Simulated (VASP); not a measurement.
Wanted: the native input for a VASP 6.6.1 run.

```yaml
Task: single point
Functional: PBE
Potentials_or_basis: VASP PAW PBE potentials, release 64 (Ge_d, W_sv)
Cutoff: 520 eV
k_mesh: 9 × 9 × 9
Occupations: fermi-dirac, width 0.05 eV
Spin: no spin polarisation
Hubbard_terms: W d U = 4.0 eV
Dipole_correction: no
Further_INCAR_settings: ALGO = Normal; EDIFF = 1e-06; NBANDS = 21
```

The structure of GeW lies in POSCAR:

```
GeW
1.0
    0.0000000000      2.5780141253      2.5780141253
    2.5780141253      0.0000000000      2.5780141253
    2.5780141253      2.5780141253      0.0000000000
Ge W
1 1
Direct
    0.5000000000      0.5000000000      0.5000000000
    0.0000000000      0.0000000000      0.0000000000
```

The input as run:

INCAR

```
SYSTEM = GeW
PREC = Accurate
ENCUT = 520
EDIFF = 1E-6
ISMEAR = -1
SIGMA = 0.05
LREAL = .FALSE.
LASPH = .TRUE.
NELM = 150
ALGO = Normal
ISIF = 2
LWAVE = .FALSE.
LCHARG = .FALSE.
LMAXMIX = 4
LDAU = .TRUE.
LDAUTYPE = 2
LDAUL = -1 2
LDAUU = 0 4
LDAUJ = 0 0
LDAUPRINT = 1
GGA = PE
NBANDS = 21
```

KPOINTS

```
Automatic mesh
0
G
  9 9 9
  0 0 0
```

Potentials or basis: VASP PAW PBE potentials, release 64 (Ge_d, W_sv).

The run is started by

```console
$ cat potpaw_PBE.64/Ge_d/POTCAR potpaw_PBE.64/W_sv/POTCAR > POTCAR
$ mpirun -np 1 vasp_std > vasp.out
```

Results of the run:

```json
{
 "Pressure": "3.8 GPa",
 "Band gap on the k mesh": "zero (band 14 reaches 9.91 eV, above the bottom of band 15 at 8.14 eV)"
}
```

Caveat: spin-orbit coupling is left out, which moves the levels of the heavy elements; U without spin polarisation on a metal has little footing; the U is typed as a test and isn't derived for this compound.

Wall time 11 s on 1 thread of Intel(R) Xeon(R) 6975P-C (Granite Rapids) (shared host), peak memory 0.17 GiB.
